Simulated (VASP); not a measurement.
A run of VASP 6.6.1:

File POSCAR:

```
MgO
1.0
    0.0000000000      2.0592539992      2.0592539992
    2.0592539992      0.0000000000      2.0592539992
    2.0592539992      2.0592539992      0.0000000000
Mg O
1 1
Direct
    0.0000000000      0.0000000000      0.0000000000
    0.5000000000      0.5000000000      0.5000000000
```

The input INCAR.step1:

```
SYSTEM = MgO
PREC = Accurate
ENCUT = 520
ISMEAR = 0
SIGMA = 0.01
LREAL = .FALSE.
LASPH = .TRUE.
NELM = 80
NBANDS = 11
GGA = PE
ALGO = Normal
EDIFF = 1E-4
LWAVE = .TRUE.
LCHARG = .FALSE.
```

File INCAR.step2:

```
SYSTEM = MgO
PREC = Accurate
ENCUT = 520
EDIFF = 1E-6
ISMEAR = 0
SIGMA = 0.01
LREAL = .FALSE.
LASPH = .TRUE.
NELM = 80
ALGO = Normal
ISIF = 2
LWAVE = .FALSE.
LCHARG = .FALSE.
METAGGA = R2SCAN
LMIXTAU = .TRUE.
NBANDS = 11
ISTART = 1
```

Contents of KPOINTS:

```
Automatic mesh
0
G
  8 8 8
  0 0 0
```

Potentials or basis: VASP PAW PBE potentials, release 64 (Mg, O).

Launch:

```sh
$ cat potpaw_PBE.64/Mg/POTCAR potpaw_PBE.64/O/POTCAR > POTCAR
$ cp INCAR.step1 INCAR
$ mpirun -np 1 vasp_std > vasp.out
$ cp INCAR.step2 INCAR
$ mpirun -np 1 vasp_std > vasp.out
```

Hardware: 1 thread of AMD EPYC 7R13 Processor (Zen 3) (shared host).

Task: Estimate the wall time of this run.

Result: Wall time 28 s on 1 thread of AMD EPYC 7R13 Processor (Zen 3), on a shared host, peak memory 0.11 GiB. Counts: k points 29.
